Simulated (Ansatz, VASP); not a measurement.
**Two plane-wave programs on Ge**

```
Ge
1.0
     3.97076    0.00000    0.00000
    -1.98538    3.43878    0.00000
     0.00000    0.00000    6.55509
Ge
4
Direct
  0.66667 0.33333 0.06290
  0.33333 0.66667 0.56290
  0.66667 0.33333 0.43710
  0.33333 0.66667 0.93710
```

Change from the starting cell: volume scaled by 0.98, PAW files.

Alike in both runs: task electric field gradients; functional PBEsol; k mesh 11 × 11 × 6; occupations fermi-dirac, width 0.05 eV; no spin polarisation.

|  | VASP | Ansatz |
| --- | --- | --- |
| version | VASP 6.6.1 | Ansatz 0.2.0 |
| potentials or method | VASP PAW PBE potentials, release 64 (Ge_d) | PAW with Ansatz's default frozen-core files, scalar-relativistic |
| plane-wave cutoff (eV) | 520 | 420 |
| valence electrons in the cell | 56 | 56 |

Ansatz gave:

```
pressure (GPa)                                                : 1.4
traceless stress, the component that is largest in VASP (GPa) : -0.08
rms of the force components (eV/Å)                            : 0.003
size of Vzz on the site where it differs most (V/Å²)          : 8.2
```

Task: What did VASP give for the same quantities?

Result: Pressure (GPa): 1.3; traceless stress, the component that is largest in VASP (GPa): -0.08; rms of the force components (eV/Å): 0.003; size of Vzz on the site where it differs most (V/Å²): 8.1.

VASP's potentials were made for PBE, not for PBEsol. Atom by atom the forces differ by 0.001 eV/Å (rms over components). The functional is the same, so the differences come from potentials, cutoffs and numerics.
